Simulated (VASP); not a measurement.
Here is a VASP 6.6.1 calculation.

Contents of POSCAR:

```
CdS
1.0
    0.0000000000      2.9392138876      2.9392138876
    2.9392138876      0.0000000000      2.9392138876
    2.9392138876      2.9392138876      0.0000000000
Cd S
1 1
Direct
    0.0000000000      0.0000000000      0.0000000000
    0.2500000000      0.2500000000      0.2500000000
```

File INCAR.step1:

```
SYSTEM = CdS
  PREC = Accurate
  ENCUT = 520
  EDIFF = 1E-5
  ISMEAR = 0
  SIGMA = 0.01
  LREAL = .FALSE.
  LASPH = .TRUE.
  NELM = 100
  ALGO = Normal
  ISIF = 2
  LWAVE = .TRUE.
  LCHARG = .FALSE.
  NBANDS = 16
  GGA = PE
```

INCAR.step2

```
SYSTEM = CdS
  PREC = Accurate
  ENCUT = 520
  EDIFF = 1E-7
  ISMEAR = 0
  SIGMA = 0.01
  LREAL = .FALSE.
  LASPH = .TRUE.
  NELM = 100
  ALGO = Normal
  ISIF = 2
  LWAVE = .FALSE.
  LCHARG = .FALSE.
  GGA = PE
  LHFCALC = .TRUE.
  HFSCREEN = 0.2079
  PRECFOCK = Normal
  NBANDS = 16
  ISTART = 1
```

KPOINTS

```
Automatic mesh
0
G
  6 6 6
  0 0 0
```

Potentials or basis: VASP PAW PBE potentials, release 64 (Cd, S).

Launch:

```bash
$ cat potpaw_PBE.64/Cd/POTCAR potpaw_PBE.64/S/POTCAR > POTCAR
$ cp INCAR.step1 INCAR
$ mpirun -np 1 vasp_std > vasp.out
$ cp INCAR.step2 INCAR
$ mpirun -np 1 vasp_std > vasp.out
```

(1) Estimate the band gap on the k mesh.

(2) What does it give for the pressure?

Results:

(1) 2.11 eV.

(2) 0.5 GPa.

Caveat: the PAW data sets were made with another functional, which shifts forces and pressure a little.
